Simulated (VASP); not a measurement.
NiO2:

```
Ni O
1.0
     2.79878    0.00000    0.00000
    -1.39939    2.42382    0.00000
     0.00000    0.00000    4.61827
Ni O
1 2
Direct
  0.00000 0.00000 0.50000
  0.66667 0.33333 0.70604
  0.33333 0.66667 0.29396
```

* Program: VASP 6.6.1
* Task: relaxation of cell and atoms
* Functional: r2SCAN
* Potentials or basis: VASP PAW PBE potentials, release 64 (Ni_sv_GW, O)
* Cutoff: 770 eV
* k mesh: 6 × 6 × 4
* Occupations: gaussian, width 0.1 eV
* Spin: no spin polarisation

At the start: pressure -4.9 GPa; volume 10.44 Å³/atom.

Where does the relaxation end?

Over 3 steps the energy falls by 3.9 meV/atom and the volume is 10.25 Å³/atom (-1.8 %); space group P-3m1 (No. 164, to 0.1 Å) before and after.

The path:
```tsv
step	energy change (eV)	largest force (eV/Å)	pressure (GPa)	volume (Å³)
1	0.0000	0.3798	-4.87	31.33
2	0.0173	0.6771	8.42	29.91
3	-0.0118	0.0127	-0.03	30.76
```

Final structure:
```cif
data_structure
_symmetry_space_group_name_H-M 'P 1'
_symmetry_Int_Tables_number 1
_cell_length_a 2.7806
_cell_length_b 2.7806
_cell_length_c 4.5943
_cell_angle_alpha 90.000
_cell_angle_beta 90.000
_cell_angle_gamma 120.000
_cell_volume 30.76
loop_
_atom_site_label
_atom_site_type_symbol
_atom_site_fract_x
_atom_site_fract_y
_atom_site_fract_z
_atom_site_occupancy
Ni1 Ni 0.00000 0.00000 0.50000 1
O1 O 0.66667 0.33333 0.70450 1
O2 O 0.33333 0.66667 0.29550 1
```

Caveat: the k points lie up to 0.43 Å⁻¹ apart in the final cell; the PAW data sets were made with another functional, which shifts forces and pressure a little; the run has no spin polarisation, though such a crystal can be magnetic.
